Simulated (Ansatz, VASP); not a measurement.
TaSi2: VASP beside Ansatz

```xyz
6
Lattice="0.0000 3.4783 3.4783 3.4783 0.0000 3.4783 3.4783 3.4783 0.0000" Properties=species:S:1:pos:R:3 pbc="T T T"
Ta    0.0000    0.0000    0.0000
Ta    1.7392    1.7392    1.7392
Si    4.3479    4.3479    4.3479
Si    4.3479    2.6088    2.6088
Si    2.6088    2.6088    4.3479
Si    2.6088    4.3479    2.6088
```

Alike in both runs: functional PBE; k mesh 4 × 4 × 4; occupations gaussian, width 0.1 eV; no spin polarisation.

Ansatz relaxed the structure, and its values are those at the end. VASP's run is a single point on that final structure, the one shown.

|  | VASP | Ansatz |
| --- | --- | --- |
| version | VASP 6.6.1 | Ansatz 0.2.0 |
| potentials or method | VASP PAW PBE potentials, release 64 (Ta_pv, Si), cutoff 520 eV | scalar-relativistic, plane waves, PAW |
| valence electrons in the cell | 38 | 42 |

```tsv
	VASP	Ansatz	Ansatz less VASP
gap on the k mesh at the Fermi level (eV)	none	none	-
pressure (GPa)	-0.1	-0.1	0.00
```

A gap of «none» marks a metal or a gap that the smearing closes. VASP's potentials hold 38 valence electrons a cell and Ansatz's 42, so a difference there can come from the potentials and not from the codes.

The k mesh is coarse, so the values compare programs but aren't converged. Neither program's run includes spin-orbit coupling.
